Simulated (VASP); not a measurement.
Crystal: BPtF6.

```
B F Pt
1.0
     4.90259    0.00000    0.00000
    -2.45130    4.24578    0.00000
    -2.45130    1.41526    4.53465
B F Pt
1 6 1
Cartesian
  0.0000 2.8305 2.2673
  -0.9437 1.5639 3.4055
  1.5688 2.6465 3.4055
  -0.6251 4.2812 3.4055
  0.9438 4.0972 1.1291
  -1.5688 3.0145 1.1291
  0.6251 1.3799 1.1291
  0.0000 0.0000 0.0000
```

| Item | Value |
| --- | --- |
| Program | VASP 6.6.1 |
| Task | relaxation of cell and atoms |
| Functional | PBE |
| Potentials or basis | VASP PAW PBE potentials, release 64 (B, F, Pt) |
| Cutoff | 600 eV |
| k mesh | 5 × 5 × 5 |
| Occupations | fermi-dirac, width 0.0476 eV |
| Spin | no spin polarisation |

At the start: pressure 10.0 GPa; volume 11.80 Å³/atom.

Question: Where does the relaxation end?

Answer: Over 22 steps the energy falls by 504.9 meV/atom and the volume is 10.48 Å³/atom (-11.1 %); space group R-3 (No. 148, to 0.1 Å) before and after.

Step by step:
```
step  energy change (eV)  largest force (eV/Å)  pressure (GPa)  volume (Å³)
   1              0.0000                3.8145           10.04        94.39
   2             -2.0058                1.5905          -18.48       104.86
   3             -2.0054                1.6009          -18.31       104.75
   4             -3.6599                1.0063           -7.19        92.46
   5             -3.6740                0.7050           -8.93        93.37
   6             -4.0043                0.0654           -2.05        87.10
   7             -4.0100                0.1494           -0.76        86.27
   8             -4.0166                0.1216            0.03        85.77
   9             -4.0173                0.1631            0.42        85.53
  10             -4.0228                0.1467            0.23        85.44
  11             -4.0330                0.1046           -0.36        85.18
  12             -4.0216                0.1393           -1.61        84.64
  13             -4.0342                0.0982           -0.66        85.06
  14             -4.0376                0.0379            0.14        84.32
  15             -4.0376                0.0330            0.09        84.37
  16             -4.0382                0.0238           -0.02        84.37
  17             -4.0383                0.0311           -0.08        84.37
  18             -4.0387                0.0244           -0.07        84.29
  19             -4.0393                0.0124           -0.06        84.04
  20             -4.0394                0.0163           -0.06        83.93
  21             -4.0393                0.0275            0.13        83.76
  22             -4.0395                0.0026            0.01        83.87
```

Final structure:
```
B F Pt
1.0
     4.76929    0.00000    0.00000
    -2.38464    4.13033    0.00000
    -2.38464    1.37678    4.25751
B F Pt
1 6 1
Direct
  0.50000 0.50000 0.50000
  0.28955 0.14750 0.71809
  0.85250 0.42396 0.71809
  0.57604 0.71045 0.71809
  0.71045 0.85250 0.28191
  0.14750 0.57604 0.28191
  0.42396 0.28955 0.28191
  0.00000 0.00000 0.00000
```

Caveat: an odd number of electrons without spin polarisation forces a metal; a magnetic or distorted state may lie lower.
